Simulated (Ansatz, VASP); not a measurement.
# Pb: VASP beside Ansatz

The input POSCAR:

```
Pb
1.0
    0.0000000000      2.4750200000      2.4750200000
    2.4750200000      0.0000000000      2.4750200000
    2.4750200000      2.4750200000      0.0000000000
Pb
1
Direct
    0.0000000000      0.0000000000      0.0000000000
```

INCAR.step1

```
PREC     = Accurate       # precision mode
ENCUT    = 520            # plane-wave cutoff, eV
EDIFF    = 1E-5           # SCF threshold, eV
ISMEAR   = -1             # smearing method
SIGMA    = 0.05           # smearing width, eV
LREAL    = F              # projectors in reciprocal space
LASPH    = T              # aspherical terms in the spheres
NELM     = 100            # most SCF steps
ALGO     = Normal         # electronic algorithm
ISIF     = 2              # what is computed and relaxed
LWAVE    = T              # write WAVECAR
LCHARG   = F              # write CHGCAR
NBANDS   = 13             # bands
GGA      = PE             # functional
```

Contents of INCAR.step2:

```
PREC     = Accurate       # precision mode
ENCUT    = 520            # plane-wave cutoff, eV
EDIFF    = 1E-7           # SCF threshold, eV
ISMEAR   = -1             # smearing method
SIGMA    = 0.05           # smearing width, eV
LREAL    = F              # projectors in reciprocal space
LASPH    = T              # aspherical terms in the spheres
NELM     = 100            # most SCF steps
ALGO     = Normal         # electronic algorithm
ISIF     = 2              # what is computed and relaxed
LWAVE    = F              # write WAVECAR
LCHARG   = F              # write CHGCAR
GGA      = PE             # functional
LHFCALC  = T              # exact exchange
HFSCREEN = 0.2079         # screening, 1/A
PRECFOCK = Normal       
NBANDS   = 13             # bands
ISTART   = 1
```

File KPOINTS:

```
regular mesh
0
Gamma
  5 5 5
```

Contents of input.yaml:

```yaml
crystal:
  lattice:
    - [0.0, 2.47502, 2.47502]
    - [2.47502, 0.0, 2.47502]
    - [2.47502, 2.47502, 0.0]
  atoms:
    - { symbol: Pb, position: [0.0, 0.0, 0.0] }
hamiltonian:
  xc: hse06
  pseudopotentials: { kind: paw }
kpoints:
  mp_grid: { grid: [5, 5, 5] }
  band_path:
    path:
      - [[0.0, 0.0, 0.0], [0.5, 0.0, 0.5], [0.5, 0.25, 0.75], [0.375, 0.375, 0.75], [0.0, 0.0, 0.0], [0.5, 0.5, 0.5], [0.625, 0.25, 0.625], [0.5, 0.25, 0.75], [0.5, 0.5, 0.5], [0.375, 0.375, 0.75]]
      - [[0.625, 0.25, 0.625], [0.5, 0.0, 0.5]]
    npoints: 4
scf:
  occupations: { method: fermi_dirac, width: 0.05 }
  n_extra_bands: 6
output:
  forces: true
  stress: true
  eigenvalues: true
  fatbands: false
  write_density: true
  write_potential: true
  elf: true
  volumetric_format: npy
```

Alike in both runs: functional HSE06; k mesh 5 × 5 × 5; occupations fermi-dirac, width 0.05 eV; no spin polarisation.

|  | VASP | Ansatz |
| --- | --- | --- |
| version | VASP 6.6.1 | Ansatz 0.2.0 |
| potentials or method | VASP PAW PBE potentials, release 64 (Pb_d) | Ansatz PAW |
| plane-wave cutoff (eV) | 520 | 420 |
| valence electrons in the cell | 14 | 14 |
| task | single point | band structure |

Ansatz gave:

| Item | Value |
| --- | --- |
| gap on the k mesh at the Fermi level (eV) | none |
| pressure (GPa) | 0.5 |

Question: What did VASP give for the same quantities?

Answer: gap on the k mesh at the Fermi level (eV): none; pressure (GPa): 0.4.

A gap of «none» marks a metal or a gap that the smearing closes. With one functional, cell and mesh, what is left measures potentials, basis and numerics.

The k mesh is coarse, so the values compare programs but aren't converged. Neither program's run includes spin-orbit coupling.
